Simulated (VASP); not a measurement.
# Al2Cu (P4/mmm) in VASP: single point with PBEsol

Aim: the single point of Al2Cu with PBEsol.

Program: VASP 6.6.1. These are calculated values, not measurements. Logs are shortened: lines on timing, memory, paths and dates and some standing lists are left out, and cuts for length are marked.

### Step 1. The cell of the first run

It takes space group P4/mmm (No. 123, tetragonal). Conventional cell: a = 4.105 Å, b = 4.105 Å, c = 2.891 Å, α = 90.00°, β = 90.00°, γ = 90.00°. Within 3.3 Å of Al (site symmetry mmm) lie 4 Cu at 2.51 Å and 6 Al at 2.89 to 2.90 Å. Within 3.3 Å of Cu (site symmetry 4/mmm) lie 8 Al at 2.51 Å and 2 Cu at 2.89 Å.

### Step 2. Single point, PBEsol

File INCAR:

```
ALGO = Normal
EDIFF = 1E-6
ENCUT = 820
GGA = PS
GGA_COMPAT = F
ISIF = 2
ISMEAR = 0
LASPH = T
LCHARG = F
LREAL = F
LWAVE = F
NBANDS = 20
NELM = 120
PREC = Accurate
SIGMA = 0.1
```

File KPOINTS:

```
k-points
0
Gamma
  1 1 1
```

File POSCAR:

```
Al2Cu
1.0
    4.1051820000      0.0000000000      0.0000000000
    0.0000000000      4.1051820000      0.0000000000
    0.0000000000      0.0000000000      2.8913130000
Al Cu
2 1
Direct
    0.5000000000      0.0000000000      0.5000000000
    0.0000000000      0.5000000000      0.5000000000
    0.0000000000      0.0000000000      0.0000000000
```

Potentials or basis: VASP PAW PBE potentials, release 64 (Al, Cu_sv_GW).

Launch:

```sh
> cat potpaw_PBE.64/Al/POTCAR potpaw_PBE.64/Cu_sv_GW/POTCAR > POTCAR
> mpirun -np 1 vasp_gam > vasp.out
```

OUTCAR:

```text
EDIFF = 1E-6
   ENCUT = 820
   GGA = PS
   ISIF = 2
   ISMEAR = 0
   LASPH = T
   LREAL = F
   NELM = 120
   PREC = Accurate

 ion  position               nearest neighbor table
   1  0.500  0.000  0.500-   3 2.51   3 2.51   3 2.51   3 2.51   2 2.90   2 2.90   2 2.90   2 2.90

   2  0.000  0.500  0.500-   3 2.51   3 2.51   3 2.51   3 2.51   1 2.90   1 2.90   1 2.90   1 2.90

   3  0.000  0.000  0.000-   1 2.51   2 2.51   1 2.51   2 2.51   2 2.51   2 2.51   1 2.51   1 2.51

  LATTYP: Found a simple tetragonal cell.
 ALAT       =     4.1051820000
 C/A-ratio  =     0.7043081159

  Lattice vectors:

 A1 = (   4.1051820000,   0.0000000000,   0.0000000000)
 A2 = (   0.0000000000,   4.1051820000,   0.0000000000)
 A3 = (   0.0000000000,   0.0000000000,   2.8913130000)

Analysis of symmetry for initial positions (statically):
=====================================================================
 Subroutine PRICEL returns:
 Original cell was already a primitive cell.

 Routine SETGRP: Setting up the symmetry group for a
 simple tetragonal supercell.

 Subroutine GETGRP returns: Found 16 space group operations
 (whereof 16 operations were pure point group operations)
 out of a pool of 16 trial point group operations.

The static configuration has the point symmetry D_4h.

Analysis of symmetry for dynamics (positions and initial velocities):
=====================================================================
 Subroutine PRICEL returns:
 Original cell was already a primitive cell.

 Routine SETGRP: Setting up the symmetry group for a
 simple tetragonal supercell.

 Subroutine GETGRP returns: Found 16 space group operations
 (whereof 16 operations were pure point group operations)
 out of a pool of 16 trial point group operations.

The dynamic configuration has the point symmetry D_4h.

 Subroutine INISYM returns: Found 16 space group operations
 (whereof 16 operations are pure point group operations),
 and found     1 'primitive' translations

----------------------------------------------------------------------------------------

                                     Primitive cell

  volume of cell :      48.7259

  direct lattice vectors                    reciprocal lattice vectors
     4.105182000  0.000000000  0.000000000     0.243594559  0.000000000  0.000000000
     0.000000000  4.105182000  0.000000000     0.000000000  0.243594559  0.000000000
     0.000000000  0.000000000  2.891313000     0.000000000  0.000000000  0.345863627

  length of vectors
     4.105182000  4.105182000  2.891313000     0.243594559  0.243594559  0.345863627

  position of ions in fractional coordinates (direct lattice)
     0.500000000  0.000000000  0.500000000
     0.000000000  0.500000000  0.500000000
     0.000000000  0.000000000  0.000000000

  ion indices of the primitive-cell ions
   primitive index   ion index
                 1           1
                 2           2
                 3           3

----------------------------------------------------------------------------------------

 KPOINTS: k-points

Automatic generation of k-mesh.
 Grid dimensions read from file:
 generate k-points for:    1    1    1

 Generating k-lattice:

  Cartesian coordinates                     Fractional coordinates (reciprocal lattice)
     0.243594559  0.000000000  0.000000000     1.000000000  0.000000000  0.000000000
     0.000000000  0.243594559  0.000000000     0.000000000  1.000000000  0.000000000
     0.000000000  0.000000000  0.345863627     0.000000000  0.000000000  1.000000000

  Length of vectors
     0.243594559  0.243594559  0.345863627

  Shift w.r.t. Gamma in fractional coordinates (k-lattice)
     0.000000000  0.000000000  0.000000000

 Subroutine IBZKPT returns following result:
 ===========================================

 Found      1 irreducible k-points:

 Following reciprocal coordinates:
            Coordinates               Weight
  0.000000  0.000000  0.000000      1.000000
   k-points           NKPTS =      1   k-points in BZ     NKDIM =      1   number of bands    NBANDS=     20
   number of dos      NEDOS =    301   number of ions     NIONS =      3
   total plane-waves  NPLWV =  44800
   dimension x,y,z NGX =    40 NGY =   40 NGZ =   28
   dimension x,y,z NGXF=    80 NGYF=   80 NGZF=   56
   ions per type =               2   1
   NGX,Y,Z   is equivalent  to a cutoff of  16.20, 16.20, 16.10 a.u.
   NGXF,Y,Z  is equivalent  to a cutoff of  32.40, 32.40, 32.20 a.u.
 SYSTEM =  unknown system
   PREC   = accura    normal or accurate (medium, high low for compatibility)
   ISTART =      0    job   : 0-new  1-cont  2-samecut
   ICHARG =      2    charge: 1-file 2-atom 10-const
   ISPIN  =      1    spin polarized calculation?
   LNONCOLLINEAR =      F non collinear calculations
   LSORBIT =      F    spin-orbit coupling
   LASPH  =      T    aspherical Exc in radial PAW
   ENCUT  =  820.0 eV  60.27 Ry    7.76 a.u.   9.59  9.59  6.75*2*pi/ulx,y,z
   NELM   =    120;   NELMIN=  2; NELMDL= -5     # of ELM steps
   EDIFF  = 0.1E-05   stopping-criterion for ELM
   LREAL  =      F    real-space projection
   EDIFFG = 0.1E-04   stopping-criterion for IOM
   NSW    =      0    number of steps for IOM
   IBRION =     -1    ionic relax: 0-MD 1-quasi-New 2-CG
   NFREE  =      0    steps in history (QN), initial steepest desc. (CG)
   ISIF   =      2    stress and relaxation
   ISYM   =      2    0-nonsym 1-usesym 2-fastsym
   POTIM  = 0.5000    time-step for ionic-motion
   TEBEG  =    0.0;   TEEND  =   0.0 temperature during run
   PSTRESS=    0.0 pullay stress
   NELECT =      25.0000    total number of electrons
   NUPDOWN=      -1.0000    fix difference up-down
   EMIN   =  10.00;   EMAX   =-10.00  energy-range for DOS
   EFERMI =   0.00;   METHOD = LEGACY
   ISMEAR =     0;   SIGMA  =   0.10  broadening in eV -4-tet -1-fermi 0-gaus
   EFERMI_NEDOS =   21; number of points for ismear=-14 and -15
   IALGO  =     38    algorithm
   IMIX   =      4    mixing-type and parameters
     AMIX     =   0.40;   BMIX     =  1.00
     AMIX_MAG =   1.60;   BMIX_MAG =  1.00
  volume/ion in A,a.u.               =      16.24       109.61
  Fermi-wavevector in a.u.,A,eV,Ry     =   1.310594  2.476664 23.370139  1.717657
  Thomas-Fermi vector in A             =   2.441114
   LORBIT       =      0    0 simple, 1 ext, 2 COOP (PROOUT), +10 PAW based schemes
   GGA     = PS    functional components
   LHFCALC =     F    Hartree Fock is set to
   AEXX    =    0.0000 exact exchange contribution
   IVDW    =     0    specifies the selected vdW correction
   LEPSILON=     F    determine dielectric tensor
   LRPA    =     F    only Hartree local field effects (RPA)
 non-spin polarized calculation
 Gauss-broadening in eV      SIGMA  =   0.10
  energy-cutoff  :      820.00
  volume of cell :       48.73
 maximum number of plane-waves:      1309
 NGX is ok and might be reduce to    40
   NGX = 19   NGY = 19   NGZ = 13

 number of electron      25.0000017 magnetization

 Free energy of the ion-electron system (eV)
  ---------------------------------------------------
  ext. energy  EPLUGINS =         0.00000000
  ---------------------------------------------------
  free energy    TOTEN  =       -13.31837058 eV

  energy without entropy =      -13.26195162  energy(sigma->0) =      -13.29016110

 E-fermi :   7.0570     XC(G=0): -10.5480

 val. band max:        4.7880265754   @ k =   0.0000   0.0000   0.0000
 cond. band min:       7.0569686855   @ k =   0.0000   0.0000   0.0000
 fundamental gap:      2.2689421101
 Fermi energy:         7.0569686855

 k-point     1 :       0.0000    0.0000    0.0000
  band No.  band energies     occupation
      1    -106.8327      2.00000
      2     -64.3696      2.00000
      3     -64.3258      2.00000
      4     -64.3258      2.00000
      5      -3.3572      2.00000
      6       1.6307      2.00000
      7       2.0177      2.00000
      8       2.7569      2.00000
      9       2.9521      2.00000
     10       2.9521      2.00000
     11       4.7880      2.00000
     12       4.7880      2.00000
     13       7.0570      1.00000
     14       7.9567      0.00000
     15      13.1305      0.00000
     16      13.2841      0.00000
     17      13.2841      0.00000
     18      14.1827      0.00000
     19      14.2857      0.00000
     20      19.6963      0.00000

------------------------ aborting loop because EDIFF is reached ----------------------------------------

  FORCE on cell =-STRESS in cart. coord.  units (eV):
  Direction    XX          YY          ZZ          XY          YZ          ZX
  --------------------------------------------------------------------------------------
  -------------------------------------------------------------------------------------
  Total       13.8693967     13.8693967    -29.1649636      0.0000000      0.0000000      0.0000000
  in kB      456.0455389    456.0455389   -958.9855868      0.0000000      0.0000000      0.0000000
  external PRESSURE =     -15.6315030 kB  Pullay stress =       0.0000000 kB

 VOLUME and BASIS-vectors are now :
 -----------------------------------------------------------------------------
  energy-cutoff  :      820.00
  volume of cell :       48.73
      direct lattice vectors                 reciprocal lattice vectors
     4.105182000  0.000000000  0.000000000     0.243594559  0.000000000  0.000000000
     0.000000000  4.105182000  0.000000000     0.000000000  0.243594559  0.000000000
     0.000000000  0.000000000  2.891313000     0.000000000  0.000000000  0.345863627

 POSITION                                       TOTAL-FORCE (eV/Angst)
 -----------------------------------------------------------------------------------
      2.05259      0.00000      1.44566         0.000000      0.000000      0.000000
      0.00000      2.05259      1.44566         0.000000      0.000000      0.000000
      0.00000      0.00000      0.00000         0.000000      0.000000      0.000000
 -----------------------------------------------------------------------------------
    total drift:                               -0.000000     -0.000000     -0.000000

  FREE ENERGIE OF THE ION-ELECTRON SYSTEM (eV)
  ---------------------------------------------------
  free  energy   TOTEN  =       -13.3183705804 eV

  energy  without entropy=      -13.2619516221  energy(sigma->0) =      -13.29016110
```

Wall time 13 s (1 thread of Intel Xeon Platinum 8375C at 2.90GHz (Ice Lake), shared host); peak memory 0.2 GiB.

Results:

```yaml
Free_energy: -13.3184 eV
Pressure: -1.6 GPa
Band_gap_on_the_k_mesh: zero (an odd number of electrons rules out a gap without spin polarisation)
```

Stress tensor (GPa, compression positive):
```
 45.60   0.00   0.00
  0.00  45.60   0.00
  0.00   0.00 -95.90
```

Caveat: the k points lie up to 2.17 Å⁻¹ apart, too coarse for converged energies and pressures of a metal; the PAW data sets were made with another functional, which shifts forces and pressure a little.

The gap in the log of VASP goes by the Fermi energy; the results here count the filled bands.